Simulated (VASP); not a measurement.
# Mg (P6_3/mmc) in VASP: a series of runs

The runs below take Mg through single point, with PBEsol+D4, RPBE+D4.

Everything below comes from runs of VASP 6.6.1. Logs are shortened: lines on timing, memory, paths and dates and some standing lists are left out, and cuts for length are marked.

## 1. The cell of the first run

It takes space group P6_3/mmc (No. 194, hexagonal). Conventional cell: a = 3.252 Å, b = 3.252 Å, c = 5.279 Å, α = 90.00°, β = 90.00°, γ = 120.00°. Mg (site symmetry -6m2) has 12 Mg at 3.24 to 3.25 Å within 4.3 Å.

## 2. Single point, PBEsol+D4

INCAR reads:

```
SYSTEM = Mg
ALGO = Normal
EDIFF = 1E-7
ENCUT = 520
GGA = PS
ISIF = 2
ISMEAR = -1
IVDW = 13
LASPH = .True.
LCHARG = .False.
LREAL = .False.
LWAVE = .False.
NBANDS = 9
NELM = 100
PREC = Accurate
SIGMA = 0.05
```

KPOINTS reads:

```
k-points
0
Gamma
  10 10 5
  0 0 0
```

POSCAR reads:

```
Mg
1.0
    3.2515324747      0.0000000000      0.0000000000
   -1.6257662373      2.8159097243      0.0000000000
    0.0000000000      0.0000000000      5.2788644417
Mg
2
Direct
    0.6666666667      0.3333333333      0.7500000000
    0.3333333333      0.6666666667      0.2500000000
```

Potentials or basis: VASP PAW PBE potentials, release 64 (Mg).

Command:

```console
cat potpaw_PBE.64/Mg/POTCAR > POTCAR
mpirun -np 1 vasp_std > vasp.out
```

OUTCAR:

```text
SYSTEM = Mg
   EDIFF = 1E-7
   ENCUT = 520
   GGA = PS
   ISIF = 2
   ISMEAR = -1
   IVDW = 13
   LASPH = .True.
   LREAL = .False.
   NELM = 100
   PREC = Accurate

 ion  position               nearest neighbor table
   1  0.667  0.333  0.750-   2 3.24   2 3.24   2 3.24   2 3.24   2 3.24   2 3.24
   2  0.333  0.667  0.250-   1 3.24   1 3.24   1 3.24   1 3.24   1 3.24   1 3.24

  LATTYP: Found a hexagonal cell.
 ALAT       =     3.2515324747
 C/A-ratio  =     1.6235004518

  Lattice vectors:

 A1 = (   3.2515324747,   0.0000000000,   0.0000000000)
 A2 = (  -1.6257662373,   2.8159097243,   0.0000000000)
 A3 = (   0.0000000000,   0.0000000000,   5.2788644417)

Analysis of symmetry for initial positions (statically):
=====================================================================
 Subroutine PRICEL returns:
 Original cell was already a primitive cell.

 Routine SETGRP: Setting up the symmetry group for a
 hexagonal supercell.

 Subroutine GETGRP returns: Found 24 space group operations
 (whereof 12 operations were pure point group operations)
 out of a pool of 24 trial point group operations.

The static configuration has the point symmetry D_3d.
 The point group associated with its full space group is D_6h.

Analysis of symmetry for dynamics (positions and initial velocities):
=====================================================================
 Subroutine PRICEL returns:
 Original cell was already a primitive cell.

 Routine SETGRP: Setting up the symmetry group for a
 hexagonal supercell.

 Subroutine GETGRP returns: Found 24 space group operations
 (whereof 12 operations were pure point group operations)
 out of a pool of 24 trial point group operations.

The dynamic configuration has the point symmetry D_3d.
 The point group associated with its full space group is D_6h.

 Subroutine INISYM returns: Found 24 space group operations
 (whereof 12 operations are pure point group operations),
 and found     1 'primitive' translations

----------------------------------------------------------------------------------------

                                     Primitive cell

  volume of cell :      48.3334

  direct lattice vectors                    reciprocal lattice vectors
     3.251532475  0.000000000  0.000000000     0.307547290  0.177562510  0.000000000
    -1.625766237  2.815909724  0.000000000     0.000000000  0.355125021  0.000000000
     0.000000000  0.000000000  5.278864442     0.000000000  0.000000000  0.189434681

  length of vectors
     3.251532475  3.251532475  5.278864442     0.355125021  0.355125021  0.189434681

  position of ions in fractional coordinates (direct lattice)
     0.666666667  0.333333333  0.750000000
     0.333333333  0.666666667  0.250000000

  ion indices of the primitive-cell ions
   primitive index   ion index
                 1           1
                 2           2

----------------------------------------------------------------------------------------

 KPOINTS: k-points

Automatic generation of k-mesh.
 Grid dimensions read from file:
 generate k-points for:   10   10    5

 Generating k-lattice:

  Cartesian coordinates                     Fractional coordinates (reciprocal lattice)
     0.030754729  0.017756251  0.000000000     0.100000000  0.000000000  0.000000000
     0.000000000  0.035512502  0.000000000     0.000000000  0.100000000  0.000000000
     0.000000000  0.000000000  0.037886936     0.000000000  0.000000000  0.200000000

  Length of vectors
     0.035512502  0.035512502  0.037886936

  Shift w.r.t. Gamma in fractional coordinates (k-lattice)
     0.000000000  0.000000000  0.000000000

 Subroutine IBZKPT returns following result:
 ===========================================

 Found     42 irreducible k-points:

 Following reciprocal coordinates:
            Coordinates               Weight
  0.000000  0.000000  0.000000      1.000000
  0.100000  0.000000  0.000000      6.000000
  0.200000  0.000000  0.000000      6.000000
  0.300000  0.000000  0.000000      6.000000
  0.400000  0.000000  0.000000      6.000000
  0.500000 -0.000000  0.000000      3.000000
[... 16 lines left out ...]
  0.300000  0.100000  0.200000     24.000000
  0.400000  0.100000  0.200000     24.000000
 [... further k-points ...]
   k-points           NKPTS =     42   k-points in BZ     NKDIM =     42   number of bands    NBANDS=      9
   number of dos      NEDOS =    301   number of ions     NIONS =      2
   total plane-waves  NPLWV =  23040
   dimension x,y,z NGX =    24 NGY =   24 NGZ =   40
   dimension x,y,z NGXF=    48 NGYF=   48 NGZF=   80
   ions per type =               2
   NGX,Y,Z   is equivalent  to a cutoff of  12.27, 12.27, 12.60 a.u.
   NGXF,Y,Z  is equivalent  to a cutoff of  24.54, 24.54, 25.19 a.u.
 SYSTEM =  Mg
   PREC   = accura    normal or accurate (medium, high low for compatibility)
   ISTART =      0    job   : 0-new  1-cont  2-samecut
   ICHARG =      2    charge: 1-file 2-atom 10-const
   ISPIN  =      1    spin polarized calculation?
   LNONCOLLINEAR =      F non collinear calculations
   LSORBIT =      F    spin-orbit coupling
   LASPH  =      T    aspherical Exc in radial PAW
   ENCUT  =  520.0 eV  38.22 Ry    6.18 a.u.   6.05  6.05  9.82*2*pi/ulx,y,z
   NELM   =    100;   NELMIN=  2; NELMDL= -5     # of ELM steps
   EDIFF  = 0.1E-06   stopping-criterion for ELM
   LREAL  =      F    real-space projection
   EDIFFG = 0.1E-05   stopping-criterion for IOM
   NSW    =      0    number of steps for IOM
   IBRION =     -1    ionic relax: 0-MD 1-quasi-New 2-CG
   NFREE  =      0    steps in history (QN), initial steepest desc. (CG)
   ISIF   =      2    stress and relaxation
   ISYM   =      2    0-nonsym 1-usesym 2-fastsym
   POTIM  = 0.5000    time-step for ionic-motion
   TEBEG  =    0.0;   TEEND  =   0.0 temperature during run
   PSTRESS=    0.0 pullay stress
   NELECT =       4.0000    total number of electrons
   NUPDOWN=      -1.0000    fix difference up-down
   EMIN   =  10.00;   EMAX   =-10.00  energy-range for DOS
   EFERMI =   0.00;   METHOD = LEGACY
   ISMEAR =    -1;   SIGMA  =   0.05  broadening in eV -4-tet -1-fermi 0-gaus
   EFERMI_NEDOS =   21; number of points for ismear=-14 and -15
   IALGO  =     38    algorithm
   IMIX   =      4    mixing-type and parameters
     AMIX     =   0.40;   BMIX     =  1.00
     AMIX_MAG =   1.60;   BMIX_MAG =  1.00
  volume/ion in A,a.u.               =      24.17       163.08
  Fermi-wavevector in a.u.,A,eV,Ry     =   0.713421  1.348170  6.924945  0.508969
  Thomas-Fermi vector in A             =   1.801054
   LORBIT       =      0    0 simple, 1 ext, 2 COOP (PROOUT), +10 PAW based schemes
   GGA     = PS    functional components
   LHFCALC =     F    Hartree Fock is set to
   AEXX    =    0.0000 exact exchange contribution
   IVDW    =    13    specifies the selected vdW correction
   LEPSILON=     F    determine dielectric tensor
   LRPA    =     F    only Hartree local field effects (RPA)
 non-spin polarized calculation
  energy-cutoff  :      520.00
  volume of cell :       48.33
 maximum number of plane-waves:      1320
   NGX = 13   NGY = 13   NGZ = 19

 number of electron       4.0000000 magnetization

 Free energy of the ion-electron system (eV)
  ---------------------------------------------------
  ext. energy  EPLUGINS =         0.00000000
  ---------------------------------------------------
  free energy    TOTEN  =        -3.41705956 eV

  energy without entropy =       -3.40490552  energy(sigma->0) =       -3.41098254

 E-fermi :   2.3584     XC(G=0):  -8.3742

 val. band max:        2.3494211401   @ k =   0.2000   0.1000   0.0000
 cond. band min:       2.3723303778   @ k =   0.3000   0.3000   0.0000
 fundamental gap:      0.0229092376
 Fermi energy:         2.3584278842

 k-point     1 :       0.0000    0.0000    0.0000
  band No.  band energies     occupation
      1      -4.3792      2.00000
      2       0.7306      2.00000
      3       1.0904      2.00000
      4      12.9626      0.00000
      5      12.9626      0.00000
      6      12.9783      0.00000
      7      12.9783      0.00000
      8      13.8575      0.00000
      9      15.3004      0.00000

 k-point     2 :       0.1000    0.0000    0.0000
  band No.  band energies     occupation
      1      -4.1891      2.00000
      2       0.9052      2.00000
      3       1.2759      2.00000
      4      10.2192      0.00000
      5      11.5186      0.00000
      6      12.3411      0.00000
      7      14.6737      0.00000
      8      14.6896      0.00000
      9      14.8110      0.00000

 k-point     3 :       0.2000    0.0000    0.0000
  band No.  band energies     occupation
      1      -3.6211      2.00000
      2       1.4294      2.00000
      3       1.8227      1.99996
      4       7.3325      0.00000
      5      10.3890      0.00000
      6      10.9256      0.00000
      7      11.9591      0.00000
      8      12.9501      0.00000
      9      14.9072      0.00000

 k-point     4 :       0.3000    0.0000    0.0000
  band No.  band energies     occupation
      1      -2.6815      2.00000
      2       2.3037      1.49840
      3       2.6621      0.00459
      4       4.7771      0.00000
      5       9.3059      0.00000
      6       9.3485      0.00000
      7       9.5843      0.00000
      8      11.3332      0.00000
      9      13.9993      0.00000
[... 205 lines left out ...]
 k-point    22 :       0.2000    0.1000    0.2000
  band No.  band energies     occupation
      1      -2.8426      2.00000
      2       0.3024      2.00000
      3       4.3364      0.00000
      4       6.3346      0.00000
      5       7.9615      0.00000
      6       9.3663      0.00000
      7      10.9588      0.00000
      8      12.8856      0.00000
      9      13.0922      0.00000

 k-point    23 :       0.3000    0.1000    0.2000
  band No.  band energies     occupation
      1      -1.7251      2.00000
      2       1.3659      2.00000
      3       3.7166      0.00000
      4       5.5024      0.00000
      5       6.5936      0.00000
      6       7.6753      0.00000
      7      10.1793      0.00000
      8      11.0135      0.00000
      9      12.7901      0.00000

 k-point    24 :       0.4000    0.1000    0.2000
  band No.  band energies     occupation
      1      -0.2569      2.00000
      2       1.5068      2.00000
      3       2.9085      0.00003
      4       4.6068      0.00000
      5       6.5215      0.00000
      6       7.4232      0.00000
      7       8.8582      0.00000
      8      10.1354      0.00000
      9      12.4921      0.00000

 [... further k-points ...]

------------------------ aborting loop because EDIFF is reached ----------------------------------------

  DFT-D4 for vdW energy calculation

  Edisp (eV):   -0.17812

  FORCE on cell =-STRESS in cart. coord.  units (eV):
  Direction    XX          YY          ZZ          XY          YZ          ZX
  --------------------------------------------------------------------------------------
  -------------------------------------------------------------------------------------
  Total      -0.99068    -0.99068    -0.62430    -0.00000    -0.00000     0.00000
  in kB     -32.83966   -32.83966   -20.69457    -0.00000    -0.00000     0.00000
  external pressure =      -28.79 kB  Pullay stress =        0.00 kB

 VOLUME and BASIS-vectors are now :
 -----------------------------------------------------------------------------
  energy-cutoff  :      520.00
  volume of cell :       48.33
      direct lattice vectors                 reciprocal lattice vectors
     3.251532475  0.000000000  0.000000000     0.307547290  0.177562510  0.000000000
    -1.625766237  2.815909724  0.000000000     0.000000000  0.355125021  0.000000000
     0.000000000  0.000000000  5.278864442     0.000000000  0.000000000  0.189434681

 POSITION                                       TOTAL-FORCE (eV/Angst)
 -----------------------------------------------------------------------------------
      1.62577      0.93864      3.95915         0.000000     -0.000000      0.000000
     -0.00000      1.87727      1.31972        -0.000000      0.000000      0.000000
 -----------------------------------------------------------------------------------
    total drift:                                0.000000     -0.000000      0.000000

  FREE ENERGIE OF THE ION-ELECTRON SYSTEM (eV)
  ---------------------------------------------------
  free  energy   TOTEN  =        -3.5951759482 eV

  energy  without entropy=       -3.5830219062  energy(sigma->0) =       -3.58909893
```

Run time: 9 s. Hardware: 1 thread of Intel Xeon Platinum 8488C (Sapphire Rapids), shared host; peak memory 0.16 GiB.

Results:

| Property | Result |
| --- | --- |
| Free energy | -3.5952 eV |
| Pressure | -2.9 GPa |
| Band gap on the k mesh | zero (band 2 reaches 3.00 eV, above the bottom of band 3 at 1.09 eV) |
| Dispersion energy per atom | -0.089 eV |

Levels at points of the mesh, in eV from the Fermi level:
| k point | band 1 | band 2 | band 3 | band 4 | band 5 | band 6 |
| --- | --- | --- | --- | --- | --- | --- |
| (0.00, 0.00, 0.00) | -6.74 | -1.63 | -1.27 | 10.60 | 10.60 | 10.62 |
| (0.50, 0.00, 0.00) | -2.11 | -2.08 | 2.56 | 2.97 | 3.11 | 3.53 |

Caveat: the PAW data sets were made with another functional, which shifts forces and pressure a little; pairwise dispersion overbinds metals, which lowers pressure and volume.

## 3. Single point, RPBE+D4

This run uses another cell than the first one, of 23.24 Å³/atom, 0.962 times its volume.

INCAR reads:

```
  ALGO = Fast
  EDIFF = 1E-6
  ENCUT = 520
  GGA = RP
  ISIF = 2
  ISMEAR = -1
  IVDW = 13
  LASPH = True
  LCHARG = False
  LREAL = False
  LWAVE = False
  NBANDS = 9
  NELM = 80
  PREC = Accurate
  SIGMA = 0.05
```

KPOINTS reads:

```
k-points
0
Gamma
  10 10 5
```

POSCAR reads:

```
Mg
1.0
    3.2093000000      0.0000000000      0.0000000000
   -1.6046500000      2.7793353284      0.0000000000
    0.0000000000      0.0000000000      5.2103000000
Mg
2
Direct
    0.6666666667      0.3333333333      0.7500000000
    0.3333333333      0.6666666667      0.2500000000
```

Potentials or basis: VASP PAW PBE potentials, release 64 (Mg).

Command:

```console
cat potpaw_PBE.64/Mg/POTCAR > POTCAR
mpirun -np 1 vasp_std > vasp.out
```

Run time: 12 s. Hardware: 1 thread of Intel Xeon Platinum 8488C (Sapphire Rapids), shared host; peak memory 0.15 GiB.

The run converged. Its results:

* Free energy: -3.3074 eV
* Pressure: 15.0 GPa
* Band gap on the k mesh: zero (band 2 reaches 3.32 eV, above the bottom of band 3 at 1.46 eV)
* Dispersion energy per atom: -0.316 eV

Stress tensor (GPa, compression positive):
```
14.76  0.00  0.00
 0.00 14.76  0.00
 0.00  0.00 15.48
```

Levels at points of the mesh, in eV from the Fermi level:
| k point | band 1 | band 2 | band 3 | band 4 | band 5 | band 6 | band 7 |
| --- | --- | --- | --- | --- | --- | --- | --- |
| (0.00, 0.00, 0.00) | -6.91 | -1.72 | -1.24 | 10.86 | 10.86 | 10.98 | 10.98 |
| (0.50, 0.00, 0.00) | -2.17 | -2.14 | 2.61 | 2.96 | 3.24 | 3.65 | 6.82 |

Caveat: the PAW data sets were made with another functional, which shifts forces and pressure a little; pairwise dispersion overbinds metals, which lowers pressure and volume.
